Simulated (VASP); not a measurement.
Input of a VASP 6.6.1 run:

The input INCAR:

```
SYSTEM = Ca2Ta3O
PREC = Accurate
ENCUT = 520
EDIFF = 1E-7
ISMEAR = 0
SIGMA = 0.1
LREAL = .FALSE.
LASPH = .TRUE.
NELM = 60
ALGO = Normal
ISIF = 2
LWAVE = .FALSE.
LCHARG = .FALSE.
GGA = PE
NBANDS = 38
```

The input KPOINTS:

```
regular mesh
0
G
  6 6 2
  0 0 0
```

Contents of POSCAR:

```
Ca2Ta3O
1.0
    3.2136385556      0.0000000000      0.0000000000
    0.0000000000      3.2136385556      0.0000000000
    0.0000000000      0.0000000000     12.2653024330
Ca Ta O
2 3 1
Direct
    0.0000000000      0.0000000000     -0.0039006498
    0.5000000000      0.5000000000      0.4741229902
    0.0000000000      0.0000000000      0.6876209209
    0.0000000000      0.0000000000      0.2795152241
    0.5000000000      0.5000000000      0.8029247457
    0.5000000000      0.5000000000      0.2597167789
```

Potentials or basis: VASP PAW PBE potentials, release 64 (Ca_sv, Ta_pv, O).

The run is started by

```console
$ cat potpaw_PBE.64/Ca_sv/POTCAR potpaw_PBE.64/Ta_pv/POTCAR potpaw_PBE.64/O/POTCAR > POTCAR
$ mpirun -np 1 vasp_std > vasp.out
```

Estimate the pressure.

0.2 GPa.

Estimate the largest force.

0.023 eV/Å.

Stress tensor (GPa, compression positive):
```
0.15 0.00 0.00
0.00 0.15 0.00
0.00 0.00 0.38
```

Caveat: an odd number of electrons without spin polarisation forces a metal; a magnetic or distorted state may lie lower.
